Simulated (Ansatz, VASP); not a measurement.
**PbS: VASP beside Ansatz**

File INCAR:

```
SYSTEM = PbS
ALGO = Normal
EDIFF = 1E-8
ENCUT = 520
GGA = CA
ISIF = 2
ISMEAR = -1
LASPH = .True.
LCHARG = .False.
LEFG = .True.
LREAL = .False.
LWAVE = .False.
NBANDS = 17
NELM = 100
PREC = Accurate
SIGMA = 0.01
```

File KPOINTS:

```
k-points
0
Gamma
  8 8 8
  0 0 0
```

File POSCAR:

```
PbS
1.0
    0.0296500000      2.9798250000      2.9798250000
    2.9798250000      0.0296500000      2.9798250000
    2.9798250000      2.9798250000      0.0296500000
Pb S
1 1
Direct
    0.0000000000      0.0000000000      0.0000000000
    0.5000000000      0.5000000000      0.5000000000
```

Input for Ansatz:

```yaml
crystal:
  lattice:
    - [0.02965, 2.979825, 2.979825]
    - [2.979825, 0.02965, 2.979825]
    - [2.979825, 2.979825, 0.02965]
  atoms:
    - { symbol: Pb, position: [0.0, 0.0, 0.0] }
    - { symbol: S, position: [0.5, 0.5, 0.5] }
kpoints:
  mp_grid: { grid: [8, 8, 8] }
scf:
  occupations: { method: fermi_dirac, width: 0.01 }
hamiltonian:
  xc: lda
  pseudopotentials: { kind: all_electron, datasets: crystal }
output:
  forces: true
  stress: true
  eigenvalues: true
  efg: { contact_densities: true }
```

Change from the starting cell: equal xy, yz and zx shear strains of +1 %, crystal datasets.

Alike in both runs: task electric field gradients; functional LDA; k mesh 8 × 8 × 8; occupations fermi-dirac, width 0.01 eV; no spin polarisation.

|  | VASP | Ansatz |
| --- | --- | --- |
| version | VASP 6.6.1 | Ansatz 0.2.0 |
| potentials or method | VASP PAW LDA potentials, release 64 (Pb_d, S), cutoff 520 eV | all-electron PAW with datasets made for the crystal, scalar-relativistic |

```csv
,VASP,Ansatz,Ansatz less VASP
pressure (GPa),-2.5,-2.5,-0.04
"traceless stress, the component that is largest in VASP (GPa)",-0.22,-0.22,-0.001
size of Vzz on the site where it differs most (V/Å²),2.2,4.4,+2.16
```

LDA's correlation is that of Perdew and Zunger in VASP and of Perdew and Wang (1992) in Ansatz. Ansatz ran all-electron here, and VASP with PAW potentials.

Spin-orbit coupling is off throughout.
